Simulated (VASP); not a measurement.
# HfN (Fm-3m) in VASP: further runs, part 2 of 2

VASP 6.6.1.

**4. Single point, PBE**

This run uses another cell than the first one, of 11.77 Å³/atom.

INCAR

```
PREC = Accurate
ENCUT = 520
EDIFF = 1E-6
ISMEAR = -1
SIGMA = 0.15
LREAL = False
LASPH = True
NELM = 60
ALGO = Normal
ISIF = 2
LWAVE = False
LCHARG = False
GGA = PE
NBANDS = 14
```

KPOINTS

```
regular mesh
0
Gamma
  16 16 16
```

POSCAR

```
HfN
1.0
    0.0000000000      2.2744268346      2.2744268346
    2.2744268346      0.0000000000      2.2744268346
    2.2744268346      2.2744268346      0.0000000000
Hf N
1 1
Direct
    0.0000000000      0.0000000000      0.0000000000
    0.5000000000      0.5000000000      0.5000000000
```

Potentials or basis: VASP PAW PBE potentials, release 64 (Hf_pv, N).

Run with:

```
$ cat potpaw_PBE.64/Hf_pv/POTCAR potpaw_PBE.64/N/POTCAR > POTCAR
$ mpirun -np 1 vasp_std > vasp.out
```

OUTCAR:

```text
PREC = Accurate
   ENCUT = 520
   EDIFF = 1E-6
   ISMEAR = -1
   LREAL = False
   LASPH = True
   NELM = 60
   ISIF = 2
   GGA = PE

 ion  position               nearest neighbor table
   1  0.000  0.000  0.000-   2 2.27   2 2.27   2 2.27   2 2.27   2 2.27   2 2.27
   2  0.500  0.500  0.500-   1 2.27   1 2.27   1 2.27   1 2.27   1 2.27   1 2.27

  LATTYP: Found a face centered cubic cell.
 ALAT       =     4.5488536692

  Lattice vectors:

 A1 = (   0.0000000000,   2.2744268346,   2.2744268346)
 A2 = (   2.2744268346,   0.0000000000,   2.2744268346)
 A3 = (   2.2744268346,   2.2744268346,   0.0000000000)

Analysis of symmetry for initial positions (statically):
=====================================================================
 Subroutine PRICEL returns:
 Original cell was already a primitive cell.

 Routine SETGRP: Setting up the symmetry group for a
 face centered cubic supercell.

 Subroutine GETGRP returns: Found 48 space group operations
 (whereof 48 operations were pure point group operations)
 out of a pool of 48 trial point group operations.

The static configuration has the point symmetry O_h .

Analysis of symmetry for dynamics (positions and initial velocities):
=====================================================================
 Subroutine PRICEL returns:
 Original cell was already a primitive cell.

 Routine SETGRP: Setting up the symmetry group for a
 face centered cubic supercell.

 Subroutine GETGRP returns: Found 48 space group operations
 (whereof 48 operations were pure point group operations)
 out of a pool of 48 trial point group operations.

The dynamic configuration has the point symmetry O_h .

 Subroutine INISYM returns: Found 48 space group operations
 (whereof 48 operations are pure point group operations),
 and found     1 'primitive' translations

----------------------------------------------------------------------------------------

                                     Primitive cell

  volume of cell :      23.5313

  direct lattice vectors                    reciprocal lattice vectors
     0.000000000  2.274426835  2.274426835    -0.219835605  0.219835605  0.219835605
     2.274426835  0.000000000  2.274426835     0.219835605 -0.219835605  0.219835605
     2.274426835  2.274426835  0.000000000     0.219835605  0.219835605 -0.219835605

  length of vectors
     3.216525276  3.216525276  3.216525276     0.380766438  0.380766438  0.380766438

  position of ions in fractional coordinates (direct lattice)
     0.000000000  0.000000000  0.000000000
     0.500000000  0.500000000  0.500000000

  ion indices of the primitive-cell ions
   primitive index   ion index
                 1           1
                 2           2

----------------------------------------------------------------------------------------

 KPOINTS: regular mesh

Automatic generation of k-mesh.
 Grid dimensions read from file:
 generate k-points for:   16   16   16

 Generating k-lattice:

  Cartesian coordinates                     Fractional coordinates (reciprocal lattice)
    -0.013739725  0.013739725  0.013739725     0.062500000  0.000000000  0.000000000
[... 38 lines left out ...]
 -0.125000  0.062500  0.000000     24.000000
 -0.062500  0.062500  0.000000     12.000000
 [... further k-points ...]
   k-points           NKPTS =    145   k-points in BZ     NKDIM =    145   number of bands    NBANDS=     14
   number of dos      NEDOS =    301   number of ions     NIONS =      2
   total plane-waves  NPLWV =  13824
   dimension x,y,z NGX =    24 NGY =   24 NGZ =   24
   dimension x,y,z NGXF=    48 NGYF=   48 NGZF=   48
   ions per type =               1   1
   NGX,Y,Z   is equivalent  to a cutoff of  12.40, 12.40, 12.40 a.u.
   NGXF,Y,Z  is equivalent  to a cutoff of  24.81, 24.81, 24.81 a.u.
 SYSTEM =  unknown system
   PREC   = accura    normal or accurate (medium, high low for compatibility)
   ISTART =      0    job   : 0-new  1-cont  2-samecut
   ICHARG =      2    charge: 1-file 2-atom 10-const
   ISPIN  =      1    spin polarized calculation?
   LNONCOLLINEAR =      F non collinear calculations
   LSORBIT =      F    spin-orbit coupling
   LASPH  =      T    aspherical Exc in radial PAW
   ENCUT  =  520.0 eV  38.22 Ry    6.18 a.u.   5.98  5.98  5.98*2*pi/ulx,y,z
   NELM   =     60;   NELMIN=  2; NELMDL= -5     # of ELM steps
   EDIFF  = 0.1E-05   stopping-criterion for ELM
   LREAL  =      F    real-space projection
   EDIFFG = 0.1E-04   stopping-criterion for IOM
   NSW    =      0    number of steps for IOM
   IBRION =     -1    ionic relax: 0-MD 1-quasi-New 2-CG
   NFREE  =      0    steps in history (QN), initial steepest desc. (CG)
   ISIF   =      2    stress and relaxation
   ISYM   =      2    0-nonsym 1-usesym 2-fastsym
   POTIM  = 0.5000    time-step for ionic-motion
   TEBEG  =    0.0;   TEEND  =   0.0 temperature during run
   PSTRESS=    0.0 pullay stress
   NELECT =      15.0000    total number of electrons
   NUPDOWN=      -1.0000    fix difference up-down
   EMIN   =  10.00;   EMAX   =-10.00  energy-range for DOS
   EFERMI =   0.00;   METHOD = LEGACY
   ISMEAR =    -1;   SIGMA  =   0.15  broadening in eV -4-tet -1-fermi 0-gaus
   EFERMI_NEDOS =   21; number of points for ismear=-14 and -15
   IALGO  =     38    algorithm
   IMIX   =      4    mixing-type and parameters
     AMIX     =   0.40;   BMIX     =  1.00
     AMIX_MAG =   1.60;   BMIX_MAG =  1.00
  volume/ion in A,a.u.               =      11.77        79.40
  Fermi-wavevector in a.u.,A,eV,Ry     =   1.408932  2.662495 27.008770  1.985089
  Thomas-Fermi vector in A             =   2.531039
   LORBIT       =      0    0 simple, 1 ext, 2 COOP (PROOUT), +10 PAW based schemes
   GGA     = PE    functional components
   LHFCALC =     F    Hartree Fock is set to
   AEXX    =    0.0000 exact exchange contribution
   IVDW    =     0    specifies the selected vdW correction
   LEPSILON=     F    determine dielectric tensor
   LRPA    =     F    only Hartree local field effects (RPA)
 non-spin polarized calculation
  energy-cutoff  :      520.00
  volume of cell :       23.53
 maximum number of plane-waves:       648
   NGX = 11   NGY = 11   NGZ = 11

 number of electron      15.0000000 magnetization

 Free energy of the ion-electron system (eV)
  ---------------------------------------------------
  ext. energy  EPLUGINS =         0.00000000
  ---------------------------------------------------
  free energy    TOTEN  =       -21.77897986 eV

  energy without entropy =      -21.73442253  energy(sigma->0) =      -21.75670119

 E-fermi :   8.2064     XC(G=0): -12.6253

 val. band max:        8.2036959281   @ k =  -0.1250   0.0625   0.0000
 cond. band min:       8.2076636066   @ k =   0.3750   0.1250   0.0000
 fundamental gap:      0.0039676784
 Fermi energy:         8.2063857482

 k-point     1 :       0.0000    0.0000    0.0000
  band No.  band energies     occupation
      1     -23.0276      2.00000
      2     -23.0276      2.00000
      3     -23.0276      2.00000
      4      -9.1856      2.00000
      5       5.1996      2.00000
      6       5.1996      2.00000
      7       5.1996      2.00000
      8       7.8687      1.80957
      9       7.8687      1.80957
     10       7.8687      1.80957
     11       9.8071      0.00005
     12      10.1239      0.00001
     13      10.1239      0.00001
     14      17.7187      0.00000
[... 377 lines left out ...]
      1     -23.1159      2.00000
      2     -23.0499      2.00000
      3     -23.0295      2.00000
      4      -8.9607      2.00000
      5       4.1938      2.00000
      6       4.5574      2.00000
      7       4.8597      2.00000
      8       8.0261      1.53773
      9       8.0389      1.50673
     10       8.4624      0.30720
     11      10.1412      0.00001
     12      10.9183      0.00000
     13      11.1282      0.00000
     14      18.4941      0.00000

 [... further k-points ...]

------------------------ aborting loop because EDIFF is reached ----------------------------------------

  FORCE on cell =-STRESS in cart. coord.  units (eV):
  Direction    XX          YY          ZZ          XY          YZ          ZX
  --------------------------------------------------------------------------------------
  -------------------------------------------------------------------------------------
  Total       -0.3469346     -0.3469346     -0.3469346     -0.0000000      0.0000000      0.0000000
  in kB      -23.6217627    -23.6217627    -23.6217627     -0.0000000      0.0000000      0.0000000
  external PRESSURE =     -23.6217627 kB  Pullay stress =       0.0000000 kB

 VOLUME and BASIS-vectors are now :
 -----------------------------------------------------------------------------
  energy-cutoff  :      520.00
  volume of cell :       23.53
      direct lattice vectors                 reciprocal lattice vectors
     0.000000000  2.274426835  2.274426835    -0.219835605  0.219835605  0.219835605
     2.274426835  0.000000000  2.274426835     0.219835605 -0.219835605  0.219835605
     2.274426835  2.274426835  0.000000000     0.219835605  0.219835605 -0.219835605

 POSITION                                       TOTAL-FORCE (eV/Angst)
 -----------------------------------------------------------------------------------
      0.00000      0.00000      0.00000        -0.000000      0.000000     -0.000000
      2.27443      2.27443      2.27443         0.000000     -0.000000      0.000000
 -----------------------------------------------------------------------------------
    total drift:                                0.000000     -0.000000     -0.000000

  FREE ENERGIE OF THE ION-ELECTRON SYSTEM (eV)
  ---------------------------------------------------
  free  energy   TOTEN  =       -21.7789798599 eV

  energy  without entropy=      -21.7344225286  energy(sigma->0) =      -21.75670119
```

OSZICAR:

```text
N       E                     dE             d eps       ncg     rms          rms(c)
DAV:   1     0.379158772614E+02    0.37916E+02   -0.77504E+03  4068   0.100E+03
DAV:   2    -0.227649498582E+02   -0.60681E+02   -0.56790E+02  5380   0.235E+02
DAV:   3    -0.247797515191E+02   -0.20148E+01   -0.20058E+01  4690   0.352E+01
DAV:   4    -0.247876186837E+02   -0.78672E-02   -0.78648E-02  4798   0.256E+00
DAV:   5    -0.247876685489E+02   -0.49865E-04   -0.49865E-04  4636   0.175E-01    0.471E+01
DAV:   6    -0.218948073024E+02    0.28929E+01   -0.83581E+00  4438   0.220E+01    0.404E+01
DAV:   7    -0.218083985442E+02    0.86409E-01   -0.46444E-01  5110   0.606E+00    0.262E+01
DAV:   8    -0.217854842991E+02    0.22914E-01   -0.12268E-01  4654   0.301E+00    0.622E+00
DAV:   9    -0.217790796871E+02    0.64046E-02   -0.17312E-02  4552   0.106E+00    0.197E+00
DAV:  10    -0.217790151265E+02    0.64561E-04   -0.10816E-03  5392   0.316E-01    0.460E-01
DAV:  11    -0.217789819178E+02    0.33209E-04   -0.71317E-05  4984   0.835E-02    0.114E-01
DAV:  12    -0.217789800177E+02    0.19001E-05   -0.81509E-06  5426   0.241E-02    0.135E-02
DAV:  13    -0.217789798599E+02    0.15783E-06   -0.19076E-07  2708   0.457E-03
   1 F= -.21778980E+02 E0= -.21756701E+02  d E =-.445573E-01
```

It took 23 s on 1 thread of Intel Xeon Platinum 8259CL at 2.50GHz (Skylake/Cascade Lake), shared host; peak memory 0.18 GiB.

What came out:

* Free energy: -21.7790 eV
* Pressure: -2.4 GPa
* Band gap on the k mesh: zero (an odd number of electrons rules out a gap without spin polarisation)

Levels at points of the mesh, in eV from the Fermi level:
| k point | band 6 | band 7 | band 8 | band 9 | band 10 | band 11 |
| --- | --- | --- | --- | --- | --- | --- |
| (0.00, 0.00, 0.00) | -3.01 | -3.01 | -0.34 | -0.34 | -0.34 | 1.60 |
| (0.50, 0.00, 0.00) | -6.08 | -6.08 | 3.18 | 3.60 | 3.60 | 4.32 |
| (0.50, 0.50, 0.00) | -3.72 | -3.69 | -3.69 | 3.99 | 5.35 | 5.37 |

Caveat: spin-orbit coupling is left out, which moves the levels of the heavy elements.

**5. Relaxation of cell and atoms, PBE**

INCAR

```
PREC = Accurate
ENCUT = 600
EDIFF = 1E-7
ISMEAR = 0
SIGMA = 0.1
LREAL = F
LASPH = T
NELM = 100
ALGO = Normal
ISIF = 3
LWAVE = F
LCHARG = F
GGA = PE
IBRION = 2
NSW = 100
EDIFFG = -0.002
```

KPOINTS is that of step 4.

POSCAR

```
HfN
1.0
    0.0000000000      2.2558601200      2.2558601200
    2.2558601200      0.0000000000      2.2558601200
    2.2558601200      2.2558601200      0.0000000000
Hf N
1 1
Direct
    0.0000000000      0.0000000000      0.0000000000
    0.5000000000      0.5000000000      0.5000000000
```

Run with:

```
$ cat potpaw_PBE.64/Hf_pv/POTCAR potpaw_PBE.64/N/POTCAR > POTCAR
$ mpirun -np 1 vasp_std > vasp.out
```

It took 94 s on 1 thread of Intel Xeon Platinum 8259CL at 2.50GHz (Skylake/Cascade Lake), shared host; peak memory 0.2 GiB.

It converged, with:

```
Free energy                           : -21.7616 eV
Relaxed volume                        : 11.65 Å³/atom
Relaxed cell                          : a = 3.206 Å, b = 3.206 Å, c = 3.206 Å, α = 60.00°, β = 60.00°, γ = 60.00°
Space group after relaxing (to 0.1 Å) : Fm-3m (No. 225)
Energy gained by relaxing             : 2.1 meV/atom
Ionic steps                           : 3
Pressure after relaxing               : 0.0 GPa
Band gap on the k mesh                : zero (an odd number of electrons rules out a gap without spin polarisation)
```

Step by step:
```
step  energy change (eV)  largest force (eV/Å)  pressure (GPa)  volume (Å³)
   1              0.0000                0.0000            4.11        22.96
   2              0.0104                0.0000           -7.02        23.95
   3             -0.0043                0.0000           -0.02        23.30
```

Final structure:
```
Hf N
1.0
     0.00000    2.26702    2.26702
     2.26702    0.00000    2.26702
     2.26702    2.26702    0.00000
Hf N
1 1
Direct
  0.00000 0.00000 0.00000
  0.50000 0.50000 0.50000
```

Levels at points of the mesh, in eV from the Fermi level:
```
           k point  band 4  band 5  band 6  band 7  band 8  band 9  band 10  band 11
(0.00, 0.00, 0.00)  -17.45   -3.02   -3.02   -3.02   -0.34   -0.34    -0.34     1.69
(0.50, 0.00, 0.00)  -14.79   -8.83   -6.13   -6.13    3.23    3.65     3.65     4.37
(0.50, 0.50, 0.00)  -16.36   -5.42   -3.76   -3.69   -3.69    4.04     5.44     5.45
```

Caveat: spin-orbit coupling is left out, which moves the levels of the heavy elements.

**6. Overview**

| task | cell | k mesh | cutoff (eV) | smearing | gap on the mesh (eV) | pressure (GPa) |
| --- | --- | --- | --- | --- | --- | --- |
| single point | a = 3.190 Å, angles 60.0°, 2 atoms | 8 × 8 × 8 | 520 | gaussian 0.1 eV | none | 4.5 |
| single point | a = 3.216 Å, angles 60.0°, 2 atoms | 16 × 16 × 16 | 520 | gaussian 0.1 eV | none | -2.4 |
| single point | a = 3.217 Å, angles 60.0°, 2 atoms | 16 × 16 × 16 | 520 | fermi-dirac 0.15 eV | none | -2.4 |
| relaxation of cell and atoms | relaxed from a = 3.190 Å, angles 60.0°, 2 atoms | 16 × 16 × 16 | 600 | gaussian 0.1 eV | none | 0.0 |

Alike in all rows: level PBE; potentials or basis VASP PAW PBE potentials, release 64 (Hf_pv, N); no spin polarisation.

Caveats: spin-orbit coupling is left out, which moves the levels of the heavy elements; the cell stands under pressure (at least some runs).

Absolute energies hang on the potentials; compare differences alone.
